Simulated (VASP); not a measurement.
Input of a VASP 6.6.1 run:

Contents of INCAR:

```
PREC     = Accurate       # precision mode
ENCUT    = 520            # plane-wave cutoff, eV
EDIFF    = 1E-7           # SCF threshold, eV
ISMEAR   = 0              # smearing method
SIGMA    = 0.1            # smearing width, eV
LREAL    = False          # projectors in reciprocal space
LASPH    = True           # aspherical terms in the spheres
NELM     = 100            # most SCF steps
ALGO     = Normal         # electronic algorithm
ISIF     = 2              # what is computed and relaxed
LWAVE    = False          # write WAVECAR
LCHARG   = False          # write CHGCAR
GGA      = PE             # functional
NBANDS   = 10             # bands
```

KPOINTS

```
Automatic mesh
0
Gamma
  8 8 4
```

The input POSCAR:

```
Be2H
1.0
    2.1762740800      0.0000000000      0.0000000000
    0.0000000000      2.1762740800      0.0000000000
    0.0000000000      0.0000000000      4.1579481900
Be H
2 1
Direct
    0.5000000000      0.5000000000      0.2700000100
    0.5000000000      0.5000000000      0.7299999900
    0.0000000000      0.0000000000      0.0000000000
```

Potentials or basis: VASP PAW PBE potentials, release 64 (Be, H).

Launch:

```bash
$ cat potpaw_PBE.64/Be/POTCAR potpaw_PBE.64/H/POTCAR > POTCAR
$ mpirun -np 1 vasp_std > vasp.out
```

Q: Estimate the pressure.

A: 15.7 GPa.

Q: Estimate the largest force.

A: 1.020 eV/Å.

Stress tensor (GPa, compression positive):
```
17.23  0.00  0.00
 0.00 17.23  0.00
 0.00  0.00 12.56
```

Caveat: the k points lie up to 0.38 Å⁻¹ apart; forces of over 1 eV/Å act on the atoms, so gaps and moduli don't describe the material at rest.
